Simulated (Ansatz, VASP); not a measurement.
## One calculation of Pb, two programs

```
Pb
1.0
     0.00000    3.43900    3.26705
     3.43900    0.00000    3.26705
     3.43900    3.43900    0.00000
Pb
2
Direct
  0.50000 0.50000 0.50000
  0.75000 0.75000 0.75000
```

Change from the starting cell: strain +0.000 along x and y, -0.050 along z, atoms carried along.

Alike in both runs: task single point; functional PBEsol; k mesh 12 × 12 × 12; occupations gaussian, width 0.15 eV; no spin polarisation.

```csv
,VASP,Ansatz
version,VASP 6.6.1,Ansatz 0.2.0
potentials or method,"VASP PAW PBE potentials, release 64 (Pb_d), cutoff 520 eV","scalar-relativistic, plane waves, PAW"
valence electrons in the cell,28,28
```

VASP gave:

* gap on the k mesh at the Fermi level (eV): none
* pressure (GPa): 2.2
* traceless stress, the component that is largest in VASP (GPa): 0.30

**Question.** What did Ansatz give for the same quantities?

**Answer.** gap on the k mesh at the Fermi level (eV): none; pressure (GPa): 2.3; traceless stress, the component that is largest in VASP (GPa): 0.30.

VASP's potentials were made for PBE, not for PBEsol. A gap of «none» marks a metal or a gap that the smearing closes.

Spin-orbit coupling is off throughout.
